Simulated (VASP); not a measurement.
Runs of VASP 6.6.1 on TaC. The structure is that of space group Fm-3m (No. 225), or close to it. The cells are those of the table. 

| cell | gap on the mesh (eV) | pressure (GPa) |
| --- | --- | --- |
| a = 3.205 Å, angles 60.0°, 2 atoms | none | (b) |
| a = 3.144 Å, angles 60.0°, 2 atoms | none | (a) |
| a = 3.175 Å, angles 60.0°, 2 atoms | none | -2.5 |
| a = 3.112 Å, angles 60.0°, 2 atoms | none | 19.0 |
| a = 3.080 Å, angles 60.0°, 2 atoms | none | 32.4 |

Alike in all rows: task single point; level PBE; potentials or basis VASP PAW PBE potentials, release 64 (Ta_pv, C); no spin polarisation; k mesh 11 × 11 × 11; cutoff (eV) 600; smearing fermi-dirac 0.1 eV.

Task: Fill in the values left out.

Result: (a) 7.4; (b) -10.9.

Caveats: spin-orbit coupling is left out, which moves the levels of the heavy elements; the cell stands under pressure (at least some runs); the cell stands under tension (at least some runs).

A k mesh can miss the band edges, and the runs leave out spin-orbit coupling on Ta.

A gap of «none» marks levels without a gap at the run's occupations.
